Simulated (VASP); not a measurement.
Here is a VASP 6.6.1 calculation.

File INCAR:

```
SYSTEM = HfN
PREC     = Accurate       ! precision mode
ENCUT    = 520            ! plane-wave cutoff, eV
EDIFF    = 1E-6           ! SCF threshold, eV
ISMEAR   = -1             ! smearing method
SIGMA    = 0.05           ! smearing width, eV
LREAL    = .FALSE.        ! projectors in reciprocal space
LASPH    = .TRUE.         ! aspherical terms in the spheres
NELM     = 100            ! most SCF steps
ALGO     = Normal         ! electronic algorithm
ISIF     = 2              ! what is computed and relaxed
LWAVE    = .FALSE.        ! write WAVECAR
LCHARG   = .FALSE.        ! write CHGCAR
GGA      = PE             ! functional
NBANDS   = 14             ! bands
```

KPOINTS

```
regular mesh
0
G
  11 11 11
  0 0 0
```

POSCAR

```
HfN
1.0
    0.0000000000      2.2560000000      2.2560000000
    2.2560000000      0.0000000000      2.2560000000
    2.2560000000      2.2560000000      0.0000000000
Hf N
1 1
Direct
    0.0000000000      0.0000000000      0.0000000000
    0.5000000000      0.5000000000      0.5000000000
```

Potentials or basis: VASP PAW PBE potentials, release 64 (Hf_pv, N).

Run with:

```sh
$ cat potpaw_PBE.64/Hf_pv/POTCAR potpaw_PBE.64/N/POTCAR > POTCAR
$ mpirun -np 1 vasp_std > vasp.out
```

**Question.** What does it give for the pressure?

**Answer.** 4.2 GPa.
